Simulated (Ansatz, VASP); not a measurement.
**One calculation of GaN, two programs**

```
Ga N
1.0
     3.36232    0.00000    0.00000
    -1.68116    2.91186    0.00000
     0.00000    0.00000    2.96225
Ga N
1 1
Cartesian
  0.0000 0.0000 2.8814
  0.0000 0.0000 1.2352
```

Alike in both runs: task relaxation of cell and atoms; functional PBE; k mesh 6 × 6 × 6; occupations gaussian, width 0.1 eV; no spin polarisation.

|  | VASP | Ansatz |
| --- | --- | --- |
| version | VASP 6.6.1 | Ansatz 0.2.0 |
| potentials or method | VASP PAW PBE potentials, release 64 (Ga_d, N_h), cutoff 1330 eV | scalar-relativistic, plane waves, PAW |
| valence electrons in the cell | 18 | 18 |

```csv
,VASP,Ansatz,Ansatz less VASP
"gap on the k mesh at the Fermi level, each at its own relaxed structure (eV)",0.52,0.84,+0.321
relaxed volume (Å³/atom),27.83,32.68,+4.846
relaxed length of the cell vector where the two differ most in proportion (Å),4.360,4.719,+0.3591
```

One of these differences is far larger than is usual between the two programs; its cause wasn't traced.

Noted on VASP's run: the volume moved by over 15 % at a fixed basis, so the end points are rough.
